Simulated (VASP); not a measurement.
The system is Ga2SeS3.

```xyz
6
Lattice="6.3748 0.0000 0.0000 -3.1874 5.5208 0.0000 0.0000 0.0000 4.0599" Properties=species:S:1:pos:R:3 pbc="T T T"
Ga    0.0000    3.6805    2.0300
Ga    3.1874    1.8403    2.0300
Se    0.0000    0.0000    0.0000
S     3.1874    0.0000    2.0300
S    -1.5937    2.7604    2.0300
S     1.5937    2.7604    2.0300
```

The cell was built from a structure type or drawn by symmetry, and may not be a known phase.

* Program: VASP 6.6.1
* Task: relaxation of cell and atoms
* Functional: PBE
* Potentials or basis: VASP PAW PBE potentials, release 64 (Ga_d, Se, S)
* Cutoff: 500 eV
* k mesh: 2 × 2 × 3
* Occupations: gaussian, width 0.15 eV
* Spin: no spin polarisation

At the start: pressure 41.9 GPa; volume 23.81 Å³/atom.

Q: Where does the relaxation end?

A: Over 23 steps the energy falls by 1860.3 meV/atom and the volume is 25.67 Å³/atom (+7.8 %); space group P6/mmm (No. 191, to 0.1 Å) before and after.

The path:
```tsv
step	energy change (eV)	largest force (eV/Å)	pressure (GPa)	volume (Å³)
1	0.0000	0.0000	41.90	142.88
2	-4.6497	0.0000	-5.33	299.73
3	-7.9154	0.0000	-1.10	206.66
4	-7.9245	0.0000	-0.71	204.93
5	-7.9271	0.0000	-0.34	203.39
6	-7.9390	0.0000	-0.33	201.50
7	-7.9728	0.0000	-0.28	195.84
8	-8.0240	0.0000	-0.04	184.51
9	-8.1996	0.0000	2.07	161.85
10	-8.9208	0.0000	24.79	116.51
11	-8.4780	0.0000	2.05	154.71
12	-9.8640	0.0000	6.38	135.61
13	-10.0621	0.0000	12.64	126.06
14	-10.0926	0.0000	10.20	129.31
15	-10.0957	0.0000	11.24	127.83
16	-10.1988	0.0000	10.47	128.91
17	-10.4655	0.0000	8.24	132.19
18	-10.8434	0.0000	4.88	138.88
19	-11.1500	0.0000	0.00	152.79
20	-11.1540	0.0000	-0.43	154.45
21	-11.1542	0.0000	-0.56	155.01
22	-11.1583	0.0000	-0.38	154.65
23	-11.1620	0.0000	-0.06	154.02
```

Final structure:
```cif
data_structure
_symmetry_space_group_name_H-M 'P 1'
_symmetry_Int_Tables_number 1
_cell_length_a 8.3740
_cell_length_b 8.3740
_cell_length_c 2.5363
_cell_angle_alpha 90.000
_cell_angle_beta 90.000
_cell_angle_gamma 120.000
_cell_volume 154.02
loop_
_atom_site_label
_atom_site_type_symbol
_atom_site_fract_x
_atom_site_fract_y
_atom_site_fract_z
_atom_site_occupancy
Ga1 Ga 0.33333 0.66667 0.50000 1
Ga2 Ga 0.66667 0.33333 0.50000 1
Se1 Se 0.00000 0.00000 0.00000 1
S1 S 0.50000 0.00000 0.50000 1
S2 S 0.00000 0.50000 0.50000 1
S3 S 0.50000 0.50000 0.50000 1
```

Caveat: the k points lie up to 0.83 Å⁻¹ apart in the final cell, too coarse for converged energies and pressures of a metal; a cell axis changed by over 15 % at a fixed basis, so the end point is rough.
